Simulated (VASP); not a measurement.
The system is Ga5N.

```
Ga N
1.0
     5.01150    0.00000    0.00000
    -2.50575    4.34009    0.00000
     0.00000    0.00000    4.57433
Ga N
5 1
Direct
  0.69529 0.69529 0.00000
  0.33333 0.66667 0.50000
  0.00000 0.30471 0.00000
  0.30471 0.00000 0.00000
  0.66667 0.33333 0.50000
  0.00000 0.00000 0.50000
```

The cell was built from a structure type or drawn by symmetry, and may not be a known phase.

* Program: VASP 6.6.1
* Task: relaxation of cell and atoms
* Functional: PBE
* Potentials or basis: VASP PAW PBE potentials, release 64 (Ga_d, N)
* Cutoff: 600 eV
* k mesh: 12 × 12 × 8
* Occupations: gaussian, width 0.1 eV
* Spin: no spin polarisation

At the start: pressure -0.2 GPa; volume 16.58 Å³/atom.

Question: How do energy, volume and symmetry change on relaxing?

Answer: Over 18 steps the energy falls by 381.7 meV/atom and the volume is 16.96 Å³/atom (+2.3 %); space group P-62m (No. 189, to 0.1 Å) before and after.

Step by step:
```csv
step,energy change (eV),largest force (eV/Å),pressure (GPa),volume (Å³)
1,0.0000,0.2048,-0.24,99.49
2,-0.0536,0.0118,-0.22,99.12
3,-0.1232,0.4954,0.92,97.75
4,-0.1758,0.4600,0.46,98.60
5,-0.3626,0.5255,-0.51,100.89
6,-0.9231,0.4884,-1.05,104.08
7,-2.2636,0.1222,-1.16,103.98
8,-1.9560,0.3580,-2.02,105.12
9,-2.1566,0.3440,-2.63,104.71
10,-2.2733,0.1896,-1.79,104.25
11,-1.3452,1.3651,11.55,94.82
12,-2.2820,0.0859,-1.09,103.48
13,-2.2821,0.0715,-0.97,103.37
14,-2.2403,0.2839,2.47,98.41
15,-2.2901,0.0189,-0.06,101.92
16,-2.2901,0.0217,-0.06,101.89
17,-2.2901,0.0059,0.09,101.55
18,-2.2902,0.0089,-0.02,101.74
```

Final structure:
```xyz
6
Lattice="6.4371 0.0000 0.0000 -3.2185 5.5747 0.0000 0.0000 0.0000 2.8351" Properties=species:S:1:pos:R:3 pbc="T T T"
Ga    2.3831    4.1276    0.0000
Ga    0.0000    3.7165    1.4175
Ga   -0.8355    1.4471    2.8351
Ga    1.6709    0.0000    0.0000
Ga    3.2185    1.8582    1.4175
N     0.0000    0.0000    1.4175
```

Caveat: a cell axis changed by over 15 % at a fixed basis, so the end point is rough.
